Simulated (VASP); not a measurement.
# TiAl (Pm-3m) in VASP: notebook, part 2 of 2

VASP 6.6.1.

**3. Single point, HSE06**

This run uses another cell than the first one, of 15.92 Å³/atom, 0.991 times its volume.

The input, POSCAR:

```
TiAl
1.0
    3.1694643628      0.0000000000      0.0000000000
    0.0000000000      3.1694643628      0.0000000000
    0.0000000000      0.0000000000      3.1694643628
Ti Al
1 1
Direct
    0.0000000000      0.0000000000      0.0000000000
    0.5000000000      0.5000000000      0.5000000000
```

The input, INCAR.step1:

```
SYSTEM = TiAl
PREC = Accurate
ENCUT = 520
EDIFF = 1E-5
ISMEAR = -1
SIGMA = 0.05
LREAL = .FALSE.
LASPH = .TRUE.
NELM = 100
ALGO = Normal
ISIF = 2
LWAVE = .TRUE.
NBANDS = 14
GGA = PE
```

The input, INCAR.step2:

```
SYSTEM = TiAl
PREC = Accurate
ENCUT = 520
EDIFF = 1E-6
ISMEAR = -1
SIGMA = 0.05
LREAL = .FALSE.
LASPH = .TRUE.
NELM = 100
ALGO = Normal
ISIF = 2
LWAVE = .FALSE.
LCHARG = .TRUE.
GGA = PE
LHFCALC = .TRUE.
HFSCREEN = 0.2079
PRECFOCK = Normal
LELF = .TRUE.
LVHAR = .TRUE.
NBANDS = 14
ISTART = 1
```

The input, KPOINTS:

```
Automatic mesh
0
G
  4 4 4
  0 0 0
```

Potentials or basis: VASP PAW PBE potentials, release 64 (Ti_sv, Al).

Run with:

```console
> cat potpaw_PBE.64/Ti_sv/POTCAR potpaw_PBE.64/Al/POTCAR > POTCAR
> cp INCAR.step1 INCAR
> mpirun -np 1 vasp_std > vasp.out
> cp INCAR.step2 INCAR
> mpirun -np 1 vasp_std > vasp.out
```

OUTCAR:

```text
SYSTEM = TiAl
   PREC = Accurate
   ENCUT = 520
   EDIFF = 1E-6
   ISMEAR = -1
   LREAL = .FALSE.
   LASPH = .TRUE.
   NELM = 100
   ISIF = 2
   GGA = PE
   LHFCALC = .TRUE.
   HFSCREEN = 0.2079
   PRECFOCK = Normal
   ISTART = 1

 ion  position               nearest neighbor table
   1  0.000  0.000  0.000-   2 2.74   2 2.74   2 2.74   2 2.74   2 2.74   2 2.74   2 2.74   2 2.74

   2  0.500  0.500  0.500-   1 2.74   1 2.74   1 2.74   1 2.74   1 2.74   1 2.74   1 2.74   1 2.74

  LATTYP: Found a simple cubic cell.
 ALAT       =     3.1694643628

  Lattice vectors:

 A1 = (   3.1694643628,   0.0000000000,   0.0000000000)
 A2 = (   0.0000000000,   3.1694643628,   0.0000000000)
 A3 = (   0.0000000000,   0.0000000000,   3.1694643628)

Analysis of symmetry for initial positions (statically):
=====================================================================
 Subroutine PRICEL returns:
 Original cell was already a primitive cell.

 Routine SETGRP: Setting up the symmetry group for a
 simple cubic supercell.

 Subroutine GETGRP returns: Found 48 space group operations
 (whereof 48 operations were pure point group operations)
 out of a pool of 48 trial point group operations.

The static configuration has the point symmetry O_h .

Analysis of symmetry for dynamics (positions and initial velocities):
=====================================================================
 Subroutine PRICEL returns:
 Original cell was already a primitive cell.

 Routine SETGRP: Setting up the symmetry group for a
 simple cubic supercell.

 Subroutine GETGRP returns: Found 48 space group operations
 (whereof 48 operations were pure point group operations)
 out of a pool of 48 trial point group operations.

The dynamic configuration has the point symmetry O_h .

 Subroutine INISYM returns: Found 48 space group operations
 (whereof 48 operations are pure point group operations),
 and found     1 'primitive' translations

----------------------------------------------------------------------------------------

                                     Primitive cell

  volume of cell :      31.8389

  direct lattice vectors                    reciprocal lattice vectors
     3.169464363  0.000000000  0.000000000     0.315510725  0.000000000  0.000000000
     0.000000000  3.169464363  0.000000000     0.000000000  0.315510725  0.000000000
     0.000000000  0.000000000  3.169464363     0.000000000  0.000000000  0.315510725

  length of vectors
     3.169464363  3.169464363  3.169464363     0.315510725  0.315510725  0.315510725

  position of ions in fractional coordinates (direct lattice)
     0.000000000  0.000000000  0.000000000
     0.500000000  0.500000000  0.500000000

  ion indices of the primitive-cell ions
   primitive index   ion index
                 1           1
                 2           2

----------------------------------------------------------------------------------------

 KPOINTS: Automatic mesh

Automatic generation of k-mesh.
 Grid dimensions read from file:
 generate k-points for:    4    4    4

 Generating k-lattice:

[... 34 lines left out ...]
   NGX,Y,Z   is equivalent  to a cutoff of  12.59, 12.59, 12.59 a.u.
   NGXF,Y,Z  is equivalent  to a cutoff of  25.18, 25.18, 25.18 a.u.
 SYSTEM =  TiAl
   PREC   = accura    normal or accurate (medium, high low for compatibility)
   ISTART =      1    job   : 0-new  1-cont  2-samecut
   ICHARG =      0    charge: 1-file 2-atom 10-const
   ISPIN  =      1    spin polarized calculation?
   LNONCOLLINEAR =      F non collinear calculations
   LSORBIT =      F    spin-orbit coupling
   LASPH  =      T    aspherical Exc in radial PAW
   ENCUT  =  520.0 eV  38.22 Ry    6.18 a.u.   5.89  5.89  5.89*2*pi/ulx,y,z
   NELM   =    100;   NELMIN=  2; NELMDL=  0     # of ELM steps
   EDIFF  = 0.1E-05   stopping-criterion for ELM
   LREAL  =      F    real-space projection
   EDIFFG = 0.1E-04   stopping-criterion for IOM
   NSW    =      0    number of steps for IOM
   IBRION =     -1    ionic relax: 0-MD 1-quasi-New 2-CG
   NFREE  =      0    steps in history (QN), initial steepest desc. (CG)
   ISIF   =      2    stress and relaxation
   ISYM   =      3    0-nonsym 1-usesym 2-fastsym
   POTIM  = 0.5000    time-step for ionic-motion
   TEBEG  =    0.0;   TEEND  =   0.0 temperature during run
   PSTRESS=    0.0 pullay stress
   NELECT =      15.0000    total number of electrons
   NUPDOWN=      -1.0000    fix difference up-down
   EMIN   =  10.00;   EMAX   =-10.00  energy-range for DOS
   EFERMI =   0.00;   METHOD = LEGACY
   ISMEAR =    -1;   SIGMA  =   0.05  broadening in eV -4-tet -1-fermi 0-gaus
   EFERMI_NEDOS =   21; number of points for ismear=-14 and -15
   IALGO  =     38    algorithm
   IMIX   =      1    mixing-type and parameters
     AMIX     =   0.40;   BMIX     =  1.00
     AMIX_MAG =   1.60;   BMIX_MAG =  1.00
  volume/ion in A,a.u.               =      15.92       107.43
  Fermi-wavevector in a.u.,A,eV,Ry     =   1.273853  2.407233 22.078200  1.622702
  Thomas-Fermi vector in A             =   2.406654
   LORBIT       =      0    0 simple, 1 ext, 2 COOP (PROOUT), +10 PAW based schemes
   GGA     = PE    functional components
   LHFCALC =     T    Hartree Fock is set to
   PRECFOCK=normal    Normal, Fast or Accurate (Low or Medium for compatibility)
   ENCUT4O =  -1.0   cutoff for four orbital integrals eV
   NKREDX  =     1    reduce k-point grid by
   NKREDY  =     1    reduce k-point grid by
   NKREDZ  =     1    reduce k-point grid by
   AEXX    =    0.2500 exact exchange contribution
   HFSCREEN=    0.2079 screening length (either q_TF or 0.3 A-1)
   HFSCREENC=   0.2079 screening length for correlation (either q_TF or 0.3 A-1)
   ENCUTFOCK=  -1.0 apply spherical cutoff to Coloumb kernel
   IVDW    =     0    specifies the selected vdW correction
   LEPSILON=     F    determine dielectric tensor
   LRPA    =     F    only Hartree local field effects (RPA)
 non-spin polarized calculation
  energy-cutoff  :      520.00
  volume of cell :       31.84
 maximum number of plane-waves:       872
 NGX is ok and might be reduce to    24
  NGX = 18; NGY = 18; NGZ = 18

 number of electron      14.9999993 magnetization

 Free energy of the ion-electron system (eV)
  ---------------------------------------------------
  ext. energy  EPLUGINS =         0.00000000
  ---------------------------------------------------
  free energy    TOTEN  =       -14.16929859 eV

  energy without entropy =      -14.14977384  energy(sigma->0) =      -14.15953622

 E-fermi :   8.9497     XC(G=0):  -9.1505

 val. band max:        8.8966164896   @ k =   0.5000   0.2500   0.2500
 cond. band min:       9.0119662335   @ k =   0.2500   0.2500   0.2500
 fundamental gap:      0.1153497439
 Fermi energy:         8.9496697216

 k-point     1 :       0.0000    0.0000    0.0000
  band No.  band energies     occupation
      1     -52.9381      2.00000
      2     -27.4803      2.00000
      3     -27.4803      2.00000
      4     -27.4803      2.00000
      5      -1.8609      2.00000
      6       6.8712      2.00000
      7       6.8712      2.00000
      8      11.6141      0.00000
      9      11.6141      0.00000
     10      11.6141      0.00000
     11      13.8578      0.00000
     12      13.8578      0.00000
     13      13.8578      0.00000
     14      18.6435      0.00000
[... 139 lines left out ...]
      1     -52.8856      2.00000
      2     -27.6336      2.00000
      3     -27.6336      2.00000
      4     -27.6336      2.00000
      5       5.3452      2.00000
      6       5.3452      2.00000
      7       5.3452      2.00000
      8       9.8997      0.00000
      9      12.0455      0.00000
     10      12.0455      0.00000
     11      12.0455      0.00000
     12      12.0975      0.00000
     13      12.0975      0.00000
     14      16.5868      0.00000

------------------------ aborting loop because EDIFF is reached ----------------------------------------

  FORCE on cell =-STRESS in cart. coord.  units (eV):
  Direction    XX          YY          ZZ          XY          YZ          ZX
  --------------------------------------------------------------------------------------
  -------------------------------------------------------------------------------------
  Total       -0.0134931     -0.0134931     -0.0134931      0.0000000      0.0000000     -0.0000000
  in kB       -0.6789918     -0.6789918     -0.6789918      0.0000000      0.0000000     -0.0000000
  external PRESSURE =      -0.6789918 kB  Pullay stress =       0.0000000 kB

 VOLUME and BASIS-vectors are now :
 -----------------------------------------------------------------------------
  energy-cutoff  :      520.00
  volume of cell :       31.84
      direct lattice vectors                 reciprocal lattice vectors
     3.169464363  0.000000000  0.000000000     0.315510725  0.000000000  0.000000000
     0.000000000  3.169464363  0.000000000     0.000000000  0.315510725  0.000000000
     0.000000000  0.000000000  3.169464363     0.000000000  0.000000000  0.315510725

 POSITION                                       TOTAL-FORCE (eV/Angst)
 -----------------------------------------------------------------------------------
      0.00000      0.00000      0.00000         0.000000      0.000000      0.000000
      1.58473      1.58473      1.58473         0.000000      0.000000      0.000000
 -----------------------------------------------------------------------------------
    total drift:                                0.000054      0.000049      0.000059

  FREE ENERGIE OF THE ION-ELECTRON SYSTEM (eV)
  ---------------------------------------------------
  free  energy   TOTEN  =       -14.1692985927 eV

  energy  without entropy=      -14.1497738430  energy(sigma->0) =      -14.15953622
```

Wall time 6.8 min (1 thread of Intel Xeon Platinum 8259CL at 2.50GHz (Skylake/Cascade Lake), shared host); peak memory 0.24 GiB.

Results:

* Free energy: -14.1693 eV
* Pressure: -0.1 GPa

Caveat: the k points lie up to 0.50 Å⁻¹ apart; the PAW data sets were made with another functional, which shifts forces and pressure a little.
